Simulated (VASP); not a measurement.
Here is a VASP 6.6.1 calculation.

INCAR

```
SYSTEM = BiCl4F
PREC = Accurate
ENCUT = 520
EDIFF = 1E-7
ISMEAR = 0
SIGMA = 0.1
LREAL = .False.
LASPH = .True.
NELM = 100
ALGO = Normal
ISIF = 2
LWAVE = .False.
LCHARG = .False.
GGA = PE
NBANDS = 34
```

Contents of KPOINTS:

```
Automatic mesh
0
Gamma
  8 8 8
  0 0 0
```

POSCAR

```
BiCl4F
1.0
    0.0000000000      3.9911364367      3.9911364367
    3.9911364367      0.0000000000      3.9911364367
    3.9911364367      3.9911364367      0.0000000000
Bi Cl F
1 4 1
Direct
    0.2500000000      0.2500000000      0.2500000000
    0.6254388190      0.6254388190      0.1236835429
    0.6254388190      0.1236835429      0.6254388190
    0.1236835429      0.6254388190      0.6254388190
    0.6254388190      0.6254388190      0.6254388190
    0.0000000000      0.0000000000      0.0000000000
```

Potentials or basis: VASP PAW PBE potentials, release 64 (Bi_d, Cl, F).

Launch:

```sh
$ cat potpaw_PBE.64/Bi_d/POTCAR potpaw_PBE.64/Cl/POTCAR potpaw_PBE.64/F/POTCAR > POTCAR
$ mpirun -np 1 vasp_std > vasp.out
```

Question: What does it give for the largest force?

Answer: 0.005 eV/Å.

Question: Predict the band gap on the k mesh.

Answer: Zero (band 25 reaches 3.78 eV, above the bottom of band 26 at 3.17 eV).

Question: Predict the pressure.

Answer: -0.2 GPa.

Forces in eV/Å, atoms in the order of the input:
```
Bi   0.000  0.000  0.000
Cl   0.003  0.003 -0.003
Cl   0.003 -0.003  0.003
Cl  -0.003  0.003  0.003
Cl  -0.003 -0.003 -0.003
F    0.000  0.000  0.000
```

Caveat: spin-orbit coupling is left out, which moves the levels of the heavy elements.
